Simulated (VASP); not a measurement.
Runs of VASP 6.6.1 on SiW (rocksalt type). The structure is that of space group Fm-3m (No. 225), or close to it. The cells are those of the table. 

```tsv
task	cell	cutoff (eV)	gap on the mesh (eV)	pressure (GPa)
single point	a = 3.123 Å, angles 60.0°, 2 atoms	520	none	161.1
relaxation of cell and atoms	relaxed to 160 GPa from a = 3.123 Å, angles 60.0°, 2 atoms	600	none	160.0
relaxation of cell and atoms	relaxed to 160 GPa from a = 3.121 Å, angles 60.0°, 2 atoms	600	none	160.0
single point	a = 3.121 Å, angles 60.0°, 2 atoms	520	none	(a)
```

Alike in all rows: level PBE; potentials or basis VASP PAW PBE potentials, release 64 (W_sv, Si); no spin polarisation; k mesh 15 × 15 × 15; smearing fermi-dirac 0.1 eV.

Estimate the missing entries.

(a) 162.2.

Caveats: spin-orbit coupling is left out, which moves the levels of the heavy elements; the cell is relaxed towards a set pressure, so the enthalpy falls and the energy may rise (some runs).

A k mesh can miss the band edges, and the runs leave out spin-orbit coupling on W.

A gap of «none» marks levels without a gap at the run's occupations.
